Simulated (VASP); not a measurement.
Here is a VASP 6.6.1 calculation.

Contents of INCAR:

```
SYSTEM = Ru
PREC = Accurate ; ENCUT = 560
EDIFF = 1E-6 ; ISMEAR = -1
SIGMA = 0.05 ; LREAL = .FALSE.
LASPH = .TRUE. ; NELM = 120
ALGO = Normal ; ISIF = 2
LWAVE = .FALSE. ; LCHARG = .TRUE.
GGA = CA ; LELF = .TRUE.
LVHAR = .TRUE. ; NBANDS = 23
GGA_COMPAT = .FALSE.
```

KPOINTS

```
regular mesh
0
G
  18 18 10
  0 0 0
```

Contents of POSCAR:

```
Ru
1.0
    2.2935126633      0.0000000000      0.0000000000
   -1.1467563316      1.9862402303      0.0000000000
    0.0000000000      0.0000000000      3.6767592513
Ru
2
Direct
    0.3333333333      0.6666666667      0.2500000000
    0.6666666667      0.3333333333      0.7500000000
```

Potentials or basis: VASP PAW LDA potentials, release 64 (Ru_sv).

Run with:

```bash
$ cat potpaw_LDA.64/Ru_sv/POTCAR > POTCAR
$ mpirun -np 1 vasp_std > vasp.out
```

Q: What does it give for the band gap on the k mesh?

A: Zero (bands 16 and 17 overlap by 6.62 eV).

Q: Estimate the pressure.

A: 451.6 GPa.

Caveat: the cell stands under pressure.
